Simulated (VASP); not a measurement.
**Ir: single point with RPBE**

Crystal: Ir.

```
CELL_PARAMETERS angstrom
-2.39957 2.05967 1.26774
2.05967 -2.39957 1.26774
2.74678 2.74678 -1.89027
ATOMIC_POSITIONS crystal
Ir 0.97721 0.02279 0.00000
Ir 0.77279 0.22721 0.50000
```

This cell differs from its parent crystal: volume scaled by 0.88.

```yaml
Program: VASP 6.6.1
Task: single point
Functional: RPBE
Potentials_or_basis: VASP PAW PBE potentials, release 64 (Ir)
Cutoff: 520 eV
k_mesh: 17 × 17 × 10
Occupations: fermi-dirac, width 0.1 eV
Spin: no spin polarisation
Dipole_correction: no
Further_INCAR_settings: ALGO = Normal; EDIFF = 1e-07; NBANDS = 16
```

```yaml
Pressure: 49.6 GPa
Largest_force: 0.686 eV/Å
Band_gap_on_the_k_mesh: zero (band 9 reaches 12.27 eV, above the bottom of band 10 at 8.98 eV)
```

Forces on the atoms (eV/Å):
```
Ir  -0.485  0.485  0.000
Ir   0.485 -0.485  0.000
```

Stress tensor (GPa, compression positive):
```
48.72  4.63  0.24
 4.63 48.72  0.24
 0.24  0.24 51.42
```

Levels at points of the mesh, in eV from the Fermi level:
```
           k point  band 5  band 6  band 7  band 8  band 9  band 10  band 11  band 12  band 13  band 14
(0.00, 0.00, 0.00)   -4.47   -2.06   -1.23   -0.99    0.40     0.68     2.03     4.63     8.53    12.78
(0.00, 0.00, 0.50)   -3.29   -3.29   -2.24   -2.24   -0.89    -0.89     2.06     2.06    12.81    12.81
```

Run time: 2.8 min on 1 thread of Intel(R) Xeon(R) 6975P-C (Granite Rapids), with other jobs on the host, peak memory 0.42 GiB.

Caveat: the PAW data sets were made with another functional, which shifts forces and pressure a little; spin-orbit coupling is left out, which moves the levels of the heavy elements.
